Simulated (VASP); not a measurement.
A run of VASP 6.6.1 is set up as follows.

File INCAR:

```
ALGO     = Normal         # electronic algorithm
EDIFF    = 1E-6           # SCF threshold, eV
ENCUT    = 520            # plane-wave cutoff, eV
GGA      = PS             # functional
ISIF     = 2              # what is computed and relaxed
ISMEAR   = -1             # smearing method
IVDW     = 12             # dispersion correction
LASPH    = T              # aspherical terms in the spheres
LCHARG   = F              # write CHGCAR
LREAL    = F              # projectors in reciprocal space
LWAVE    = F              # write WAVECAR
NBANDS   = 20             # bands
NELM     = 80             # most SCF steps
PREC     = Accurate       # precision mode
SIGMA    = 0.05           # smearing width, eV
```

Contents of KPOINTS:

```
k-points
0
Gamma
  10 10 2
```

Contents of POSCAR:

```
MoS2
1.0
    3.1179827861      0.0000000000      0.0000000000
   -1.5589913930      2.7002523013      0.0000000000
    0.0000000000      0.0000000000     17.3301460329
Mo S
1 2
Direct
    0.0000000000      0.0000000000      0.0000000000
    0.3333333333      0.6666666667      0.9097979873
    0.3333333333      0.6666666667      0.0902020127
```

Potentials or basis: VASP PAW PBE potentials, release 64 (Mo_sv, S).

Run with:

```console
$ cat potpaw_PBE.64/Mo_sv/POTCAR potpaw_PBE.64/S/POTCAR > POTCAR
$ mpirun -np 1 vasp_std > vasp.out
```

**Question.** Predict the dispersion energy per atom.

**Answer.** -0.251 eV.

**Question.** Predict the band gap on the k mesh.

**Answer.** 2.14 eV, indirect (least direct gap 2.15 eV).

**Question.** Predict the largest force.

**Answer.** 0.009 eV/Å.

Forces in eV/Å, atoms in the order of the input:
```
Mo   0.000  0.000  0.000
S    0.000  0.000 -0.009
S    0.000  0.000  0.009
```

Caveat: three body term missing; the PAW data sets were made with another functional, which shifts forces and pressure a little.
